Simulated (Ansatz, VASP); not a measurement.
# Te2Mo: VASP beside Ansatz

```
Te Mo
1.0
     3.50388    0.00000    0.00000
    -1.75194    3.03445    0.00000
     0.00000    0.00000   24.76772
Te Mo
4 2
Direct
  0.33333 0.66667 0.18169
  0.33333 0.66667 0.32841
  0.50000 0.00000 0.48304
  0.50000 0.00000 0.62976
  0.66667 0.33333 0.25505
  0.83333 0.66667 0.55640
```

Alike in both runs: task single point; functional PBE; dispersion D3(BJ); k mesh 9 × 9 × 1; occupations gaussian, width 0.05 eV; no spin polarisation.

|  | VASP | Ansatz |
| --- | --- | --- |
| version | VASP 6.6.1 | Ansatz 0.2.0 |
| potentials or method | VASP PAW PBE potentials, release 64 (Te, Mo_sv), cutoff 520 eV | scalar-relativistic, plane waves, PAW |
| valence electrons in the cell | 52 | 92 |

```tsv
	VASP	Ansatz	Ansatz less VASP
gap on the k mesh at the Fermi level (eV)	1.13	1.13	-0.004
least direct gap on the mesh (eV)	1.16	1.16	0.000
rms of the force components (eV/Å)	0.025	0.022	-0.0023
```

VASP's potentials hold 52 valence electrons a cell and Ansatz's 92, so a difference there can come from the potentials and not from the codes.

Spin-orbit coupling is off throughout.
